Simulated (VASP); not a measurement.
# MgS (F-43m) in VASP: further runs

MgS is run at these levels: r2SCAN; tasks: single point.

All numbers are computed with VASP 6.6.1; they aren't measurements. Logs are shortened: lines on timing, memory, paths and dates and some standing lists are left out, and cuts for length are marked.

**1. The cell of the first run**

The structure is cubic, space group F-43m (No. 216). The conventional cell has a = 5.546 Å, b = 5.546 Å, c = 5.546 Å, α = 90.00°, β = 90.00°, γ = 90.00°. Within 3.2 Å of Mg (site symmetry -43m) lie 4 S at 2.40 Å. S (site symmetry -43m) has 4 Mg at 2.40 Å within 3.2 Å.

**2. Single point, r2SCAN (volume changed by -6%)**

File POSCAR:

```
MgS
1.0
    0.0000000000      2.7730876283      2.7730876283
    2.7730876283      0.0000000000      2.7730876283
    2.7730876283      2.7730876283      0.0000000000
Mg S
1 1
Direct
    0.0000000000      0.0000000000      0.0000000000
    0.2500000000      0.2500000000      0.2500000000
```

File INCAR.step1:

```
SYSTEM = MgS
  PREC = Accurate
  ENCUT = 520
  ISMEAR = 0
  SIGMA = 0.01
  LREAL = .False.
  LASPH = .True.
  NELM = 60
  NBANDS = 11
  GGA = PE
  ALGO = Normal
  EDIFF = 1E-4
  LWAVE = .True.
  LCHARG = .False.
```

File INCAR.step2:

```
SYSTEM = MgS
  PREC = Accurate
  ENCUT = 520
  EDIFF = 1E-6
  ISMEAR = 0
  SIGMA = 0.01
  LREAL = .False.
  LASPH = .True.
  NELM = 60
  ALGO = Normal
  ISIF = 2
  LWAVE = .False.
  LCHARG = .True.
  METAGGA = R2SCAN
  LMIXTAU = .True.
  LELF = .True.
  LVHAR = .True.
  NBANDS = 11
  ISTART = 1
```

File KPOINTS:

```
Automatic mesh
0
Gamma
  6 6 6
  0 0 0
```

Potentials or basis: VASP PAW PBE potentials, release 64 (Mg, S).

Started as:

```
$ cat potpaw_PBE.64/Mg/POTCAR potpaw_PBE.64/S/POTCAR > POTCAR
$ cp INCAR.step1 INCAR
$ mpirun -np 1 vasp_std > vasp.out
$ cp INCAR.step2 INCAR
$ mpirun -np 1 vasp_std > vasp.out
```

OUTCAR:

```text
SYSTEM = MgS
   PREC = Accurate
   ENCUT = 520
   EDIFF = 1E-6
   ISMEAR = 0
   LREAL = .False.
   LASPH = .True.
   NELM = 60
   ISIF = 2
   METAGGA = R2SCAN
   ISTART = 1

 ion  position               nearest neighbor table
   1  0.000  0.000  0.000-   2 2.40   2 2.40   2 2.40   2 2.40
   2  0.250  0.250  0.250-   1 2.40   1 2.40   1 2.40   1 2.40

  LATTYP: Found a face centered cubic cell.
 ALAT       =     5.5461752566

  Lattice vectors:

 A1 = (   0.0000000000,   2.7730876283,   2.7730876283)
 A2 = (   2.7730876283,   0.0000000000,   2.7730876283)
 A3 = (   2.7730876283,   2.7730876283,   0.0000000000)

Analysis of symmetry for initial positions (statically):
=====================================================================
 Subroutine PRICEL returns:
 Original cell was already a primitive cell.

 Routine SETGRP: Setting up the symmetry group for a
 face centered cubic supercell.

 Subroutine GETGRP returns: Found 24 space group operations
 (whereof 24 operations were pure point group operations)
 out of a pool of 48 trial point group operations.

The static configuration has the point symmetry T_d .

Analysis of symmetry for dynamics (positions and initial velocities):
=====================================================================
 Subroutine PRICEL returns:
 Original cell was already a primitive cell.

 Routine SETGRP: Setting up the symmetry group for a
 face centered cubic supercell.

 Subroutine GETGRP returns: Found 24 space group operations
 (whereof 24 operations were pure point group operations)
 out of a pool of 48 trial point group operations.

The dynamic configuration has the point symmetry T_d .

 Subroutine INISYM returns: Found 24 space group operations
 (whereof 24 operations are pure point group operations),
 and found     1 'primitive' translations

----------------------------------------------------------------------------------------

                                     Primitive cell

  volume of cell :      42.6502

  direct lattice vectors                    reciprocal lattice vectors
     0.000000000  2.773087628  2.773087628    -0.180304436  0.180304436  0.180304436
     2.773087628  0.000000000  2.773087628     0.180304436 -0.180304436  0.180304436
     2.773087628  2.773087628  0.000000000     0.180304436  0.180304436 -0.180304436

  length of vectors
     3.921738134  3.921738134  3.921738134     0.312296443  0.312296443  0.312296443

[... 79 lines left out ...]
   POTIM  = 0.5000    time-step for ionic-motion
   TEBEG  =    0.0;   TEEND  =   0.0 temperature during run
   PSTRESS=    0.0 pullay stress
   NELECT =       8.0000    total number of electrons
   NUPDOWN=      -1.0000    fix difference up-down
   EMIN   =  10.00;   EMAX   =-10.00  energy-range for DOS
   EFERMI =   0.00;   METHOD = LEGACY
   ISMEAR =     0;   SIGMA  =   0.01  broadening in eV -4-tet -1-fermi 0-gaus
   EFERMI_NEDOS =   21; number of points for ismear=-14 and -15
   IALGO  =     38    algorithm
   IMIX   =      4    mixing-type and parameters
     AMIX     =   0.40;   BMIX     =  1.00
     AMIX_MAG =   1.60;   BMIX_MAG =  1.00
  volume/ion in A,a.u.               =      21.33       143.91
  Fermi-wavevector in a.u.,A,eV,Ry     =   0.937126  1.770911 11.948702  0.878205
  Thomas-Fermi vector in A             =   2.064205
   LORBIT       =      0    0 simple, 1 ext, 2 COOP (PROOUT), +10 PAW based schemes
   METAGGA = R2SCAN    functional components
   LHFCALC =     F    Hartree Fock is set to
   AEXX    =    0.0000 exact exchange contribution
   IVDW    =     0    specifies the selected vdW correction
   LEPSILON=     F    determine dielectric tensor
   LRPA    =     F    only Hartree local field effects (RPA)
 non-spin polarized calculation
 Gauss-broadening in eV      SIGMA  =   0.01
  energy-cutoff  :      520.00
  volume of cell :       42.65
 maximum number of plane-waves:      1167
 NGX is ok and might be reduce to    30
   NGX = 15   NGY = 15   NGZ = 15

 number of electron       7.9999999 magnetization

 Free energy of the ion-electron system (eV)
  ---------------------------------------------------
  ext. energy  EPLUGINS =         0.00000000
  ---------------------------------------------------
  free energy    TOTEN  =       -15.42063409 eV

  energy without entropy =      -15.42063409  energy(sigma->0) =      -15.42063409

 E-fermi :   1.2560     XC(G=0):  -9.0262

 val. band max:        1.1662264006   @ k =   0.0000   0.0000   0.0000
 cond. band min:       5.4352722462   @ k =   0.5000   0.5000   0.0000
 fundamental gap:      4.2690458456
 Fermi energy:         1.2559874543

 k-point     1 :       0.0000    0.0000    0.0000
  band No.  band energies     occupation
      1     -10.7913      2.00000
      2       1.1662      2.00000
      3       1.1662      2.00000
      4       1.1662      2.00000
      5       5.6338      0.00000
      6       9.9201      0.00000
      7       9.9202      0.00000
      8       9.9202      0.00000
      9      12.7500      0.00000
     10      12.7500      0.00000
     11      16.3514      0.00000
[... 197 lines left out ...]
 k-point    16 :      -0.3333    0.5000    0.1667
  band No.  band energies     occupation
      1      -9.7298      2.00000
      2      -1.4934      2.00000
      3      -0.5302      2.00000
      4      -0.2046      2.00000
      5       6.6146      0.00000
      6       8.8208      0.00000
      7      11.5597      0.00000
      8      11.7048      0.00000
      9      15.2652      0.00000
     10      16.1180      0.00000
     11      16.4493      0.00000

------------------------ aborting loop because EDIFF is reached ----------------------------------------

  FORCE on cell =-STRESS in cart. coord.  units (eV):
  Direction    XX          YY          ZZ          XY          YZ          ZX
  --------------------------------------------------------------------------------------
  -------------------------------------------------------------------------------------
  Total        1.0466773      1.0466773      1.0466773      0.0000000      0.0000000      0.0000000
  in kB       39.3190117     39.3190117     39.3190117      0.0000000      0.0000000      0.0000000
  external PRESSURE =      39.3190117 kB  Pullay stress =       0.0000000 kB

 VOLUME and BASIS-vectors are now :
 -----------------------------------------------------------------------------
  energy-cutoff  :      520.00
  volume of cell :       42.65
      direct lattice vectors                 reciprocal lattice vectors
     0.000000000  2.773087628  2.773087628    -0.180304436  0.180304436  0.180304436
     2.773087628  0.000000000  2.773087628     0.180304436 -0.180304436  0.180304436
     2.773087628  2.773087628  0.000000000     0.180304436  0.180304436 -0.180304436

 POSITION                                       TOTAL-FORCE (eV/Angst)
 -----------------------------------------------------------------------------------
      0.00000      0.00000      0.00000         0.000000      0.000000      0.000000
      1.38654      1.38654      1.38654        -0.000000     -0.000000     -0.000000
 -----------------------------------------------------------------------------------
    total drift:                               -0.000001     -0.000001     -0.000001

  FREE ENERGIE OF THE ION-ELECTRON SYSTEM (eV)
  ---------------------------------------------------
  free  energy   TOTEN  =       -15.4206340882 eV

  energy  without entropy=      -15.4206340882  energy(sigma->0) =      -15.42063409
```

OUTCAR.step1:

```text
SYSTEM = MgS
   PREC = Accurate
   ENCUT = 520
   ISMEAR = 0
   LREAL = .False.
   LASPH = .True.
[... 435 lines left out ...]
      0.00000      0.00000      0.00000         0.000000      0.000000      0.000000
      1.38654      1.38654      1.38654        -0.000000     -0.000000     -0.000000
 -----------------------------------------------------------------------------------
    total drift:                               -0.000000     -0.000000     -0.000000

  FREE ENERGIE OF THE ION-ELECTRON SYSTEM (eV)
  ---------------------------------------------------
  free  energy   TOTEN  =        -8.4201243574 eV

  energy  without entropy=       -8.4201243574  energy(sigma->0) =       -8.42012436
```

OSZICAR.step1:

```text
N       E                     dE             d eps       ncg     rms          rms(c)
DAV:   1     0.250672390923E+02    0.25067E+02   -0.36112E+03   360   0.587E+02
DAV:   2    -0.689119126355E+01   -0.31958E+02   -0.30833E+02   419   0.102E+02
DAV:   3    -0.891338404697E+01   -0.20222E+01   -0.20178E+01   415   0.271E+01
DAV:   4    -0.893024167676E+01   -0.16858E-01   -0.16856E-01   441   0.302E+00
DAV:   5    -0.893041368611E+01   -0.17201E-03   -0.17201E-03   403   0.292E-01    0.421E+00
DAV:   6    -0.845116797514E+01    0.47925E+00   -0.11462E+00   373   0.407E+00    0.329E+00
DAV:   7    -0.841350761417E+01    0.37660E-01   -0.27798E-01   418   0.218E+00    0.256E+00
DAV:   8    -0.842069442910E+01   -0.71868E-02   -0.21471E-02   385   0.893E-01    0.142E+00
DAV:   9    -0.841993621328E+01    0.75822E-03   -0.22325E-03   400   0.240E-01    0.415E-01
DAV:  10    -0.842011905302E+01   -0.18284E-03   -0.52298E-04   394   0.110E-01    0.805E-02
DAV:  11    -0.842012435740E+01   -0.53044E-05   -0.49027E-05   351   0.293E-02
   1 F= -.84201244E+01 E0= -.84201244E+01  d E =-.200733E-32
```

Run time: 25 s. Hardware: 1 thread of Intel Xeon 6975P-C (Granite Rapids), shared host; peak memory 0.17 GiB.

What came out:

| Property | Result |
| --- | --- |
| Free energy | -15.4206 eV |
| Pressure | 3.9 GPa |
| Band gap on the k mesh | 4.27 eV, indirect (least direct gap 4.47 eV) |

Levels at points of the mesh, in eV from the valence-band top:
```csv
k point,band 1,band 2,band 3,band 4,band 5,band 6,band 7,band 8,band 9
"(0.00, 0.00, 0.00)",-11.96,0.00,0.00,0.00,4.47,8.75,8.75,8.75,11.58
"(0.50, 0.00, 0.00)",-11.16,-3.37,-0.35,-0.35,6.02,8.30,8.30,9.59,14.12
"(0.50, 0.50, 0.00)",-10.90,-3.00,-1.13,-1.13,4.27,6.34,12.79,13.80,13.80
```

Caveat: the PAW data sets were made with another functional, which shifts forces and pressure a little. A k mesh can miss the band edges.

**3. Single point, r2SCAN (volume changed by -3%)**

File POSCAR:

```
MgS
1.0
    0.0000000000      2.8022801697      2.8022801697
    2.8022801697      0.0000000000      2.8022801697
    2.8022801697      2.8022801697      0.0000000000
Mg S
1 1
Direct
    0.0000000000      0.0000000000      0.0000000000
    0.2500000000      0.2500000000      0.2500000000
```

File INCAR.step1:

```
PREC = Accurate
ENCUT = 520
ISMEAR = 0
SIGMA = 0.01
LREAL = F
LASPH = T
NELM = 80
NBANDS = 11
GGA = PE
ALGO = Normal
EDIFF = 1E-4
LWAVE = T
LCHARG = F
```

File INCAR.step2:

```
PREC = Accurate
ENCUT = 520
EDIFF = 1E-7
ISMEAR = 0
SIGMA = 0.01
LREAL = F
LASPH = T
NELM = 80
ALGO = Normal
ISIF = 2
LWAVE = F
LCHARG = F
METAGGA = R2SCAN
LMIXTAU = T
NBANDS = 11
ISTART = 1
```

File KPOINTS:

```
regular mesh
0
Gamma
  6 6 6
```

Potentials or basis: VASP PAW PBE potentials, release 64 (Mg, S).

Started as:

```
$ cat potpaw_PBE.64/Mg/POTCAR potpaw_PBE.64/S/POTCAR > POTCAR
$ cp INCAR.step1 INCAR
$ mpirun -np 1 vasp_std > vasp.out
$ cp INCAR.step2 INCAR
$ mpirun -np 1 vasp_std > vasp.out
```

It took 25 s on 1 thread of Intel Xeon 6975P-C (Granite Rapids), shared host; peak memory 0.17 GiB.

Results (log left out):

```
Free energy            : -15.4444 eV
Pressure               : 1.7 GPa
Band gap on the k mesh : 4.29 eV, direct
```

Levels at points of the mesh, in eV from the valence-band top:
```
           k point  band 1  band 2  band 3  band 4  band 5  band 6  band 7  band 8  band 9
(0.00, 0.00, 0.00)  -11.84    0.00    0.00    0.00    4.29    8.67    8.67    8.67   11.52
(0.50, 0.00, 0.00)  -11.10   -3.26   -0.34   -0.34    5.91    8.25    8.25    9.43   13.99
(0.50, 0.50, 0.00)  -10.86   -2.91   -1.09   -1.09    4.30    6.30   12.45   13.53   13.53
```

Caveat: the PAW data sets were made with another functional, which shifts forces and pressure a little. A k mesh can miss the band edges.
